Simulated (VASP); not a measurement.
Runs of VASP 6.6.1 on P. The structure is that of space group I-4m2 (No. 119), or close to it. The cells are those of the table. 

```tsv
task	cell	k mesh	cutoff (eV)	gap on the mesh (eV)	pressure (GPa)	relaxed volume (Å³/atom)	largest force (eV/Å)
relaxation of cell and atoms	relaxed from a = 5.586 Å, angles 125.9, 125.9, 80.0°, 5 atoms	6 × 6 × 6	600	none	-0.1	(a)	0.02
relaxation of cell and atoms	relaxed from a = 4.999 Å, angles 100.2, 100.2, 130.3°, 5 atoms	10 × 10 × 10	600	-	0.0	17.30	0.01
single point	a = 4.991 Å, angles 100.5, 100.5, 129.6°, 5 atoms	10 × 10 × 10	520	none	-0.3	-	0.04
single point	a = 4.999 Å, angles 100.2, 100.2, 130.3°, 5 atoms	6 × 6 × 6	520	none	-0.2	-	(b)
```

Alike in all rows: level PBE; potentials or basis VASP PAW PBE potentials, release 64 (P); no spin polarisation; smearing gaussian 0.1 eV.

Question: Fill in the values left out.

Answer: (a) 28.35; (b) 0.03.

Caveats: the volume moved by over 15 % at a fixed basis, so the end points are rough (some runs); the bands computed are all filled at some k points, so no gap is given (some runs).

A gap of «none» marks levels without a gap at the run's occupations.
